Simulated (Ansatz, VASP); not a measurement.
One calculation of TiCo, two programs

Contents of INCAR:

```
PREC = Accurate
ENCUT = 520
EDIFF = 1E-6
ISMEAR = 0
SIGMA = 0.1
LREAL = False
LASPH = True
NELM = 150
ALGO = Normal
ISIF = 2
LWAVE = False
LCHARG = False
ISPIN = 2
MAGMOM = 0 1.07
LORBIT = 11
LMAXMIX = 4
GGA = PE
NBANDS = 22
```

Contents of KPOINTS:

```
regular mesh
0
Gamma
  18 18 18
```

Contents of POSCAR:

```
TiCo
1.0
    3.0814567095      0.0000000000      0.0000000000
    0.0000000000      3.0814567095      0.0000000000
    0.0000000000      0.0000000000      3.0814567095
Ti Co
1 1
Direct
    0.0000000000      0.0000000000      0.0000000000
    0.5000000000      0.5000000000      0.5000000000
```

Input for Ansatz:

```yaml
crystal:
  lattice:
    - [3.0814567095, 0.0, 0.0]
    - [0.0, 3.0814567095, 0.0]
    - [0.0, 0.0, 3.0814567095]
  atoms:
    - { symbol: Ti, position: [0.0, 0.0, 0.0] }
    - { symbol: Co, position: [0.5, 0.5, 0.5], spin: 1.07 }
basis:
  ecutwfc: 420
kpoints:
  mp_grid: { grid: [18, 18, 18] }
hamiltonian:
  xc: pbe
scf:
  occupations: { method: gaussian, width: 0.1 }
output:
  forces: true
  stress: true
  eigenvalues: true
  populations: true
magnetization:
  spin_polarized: true
```

Alike in both runs: task single point; functional PBE; k mesh 18 × 18 × 18; occupations gaussian, width 0.1 eV; collinear spin.

```csv
,VASP,Ansatz
version,VASP 6.6.1,Ansatz 0.2.0
potentials or method,"VASP PAW PBE potentials, release 64 (Ti_sv, Co), cutoff 520 eV","scalar-relativistic, plane waves, PAW"
valence electrons in the cell,21,29
```

```csv
,VASP,Ansatz,Ansatz less VASP
gap on the k mesh at the Fermi level (eV),none,none,-
pressure (GPa),-13.3,-12.9,+0.37
net moment per atom (μB),0.45,0.45,+0.001
size of the moment on the site where the two differ most (μB),1.10,1.13,+0.031
```

Site moments also hang on the region over which each program counts them. A gap of «none» marks a metal or a gap that the smearing closes. VASP's potentials hold 21 valence electrons a cell and Ansatz's 29, so a difference there can come from the potentials and not from the codes.
